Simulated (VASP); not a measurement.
**Hf: single point with r2SCAN**

Crystal: Hf.

```
CELL_PARAMETERS angstrom
3.19873 0.00000 0.00000
-1.59937 2.77018 0.00000
0.00000 0.00000 5.05050
ATOMIC_POSITIONS crystal
Hf 0.33333 0.66667 0.25000
Hf 0.66667 0.33333 0.75000
```

* Program: VASP 6.6.1
* Task: single point
* Functional: r2SCAN
* Potentials or basis: VASP PAW PBE potentials, release 64 (Hf_pv)
* Cutoff: 520 eV
* k mesh: 3 × 3 × 2
* Occupations: fermi-dirac, width 0.1 eV
* Spin: no spin polarisation

| Quantity | Value |
| --- | --- |
| Pressure | -1.4 GPa |
| Band gap on the k mesh | zero (band 10 reaches 6.17 eV, above the bottom of band 11 at 4.51 eV) |

Stress tensor (GPa, compression positive):
```
-0.35  0.00  0.00
 0.00 -0.35  0.00
 0.00  0.00 -3.39
```

Levels at points of the mesh, in eV from the Fermi level:
| k point | band 8 | band 9 | band 10 | band 11 | band 12 | band 13 |
| --- | --- | --- | --- | --- | --- | --- |
| (0.00, 0.00, 0.00) | -3.77 | 0.46 | 1.38 | 1.38 | 1.71 | 2.26 |
| (0.00, 0.00, 0.50) | -5.63 | 0.22 | 0.22 | 1.28 | 1.28 | 1.28 |

It took 45 s on 1 thread of AMD EPYC 7R43 64-Core Processor (Zen 3), with other jobs on the host, peak memory 0.12 GiB.

Caveat: the k points lie up to 0.76 Å⁻¹ apart; the PAW data sets were made with another functional, which shifts forces and pressure a little; spin-orbit coupling is left out, which moves the levels of the heavy elements.
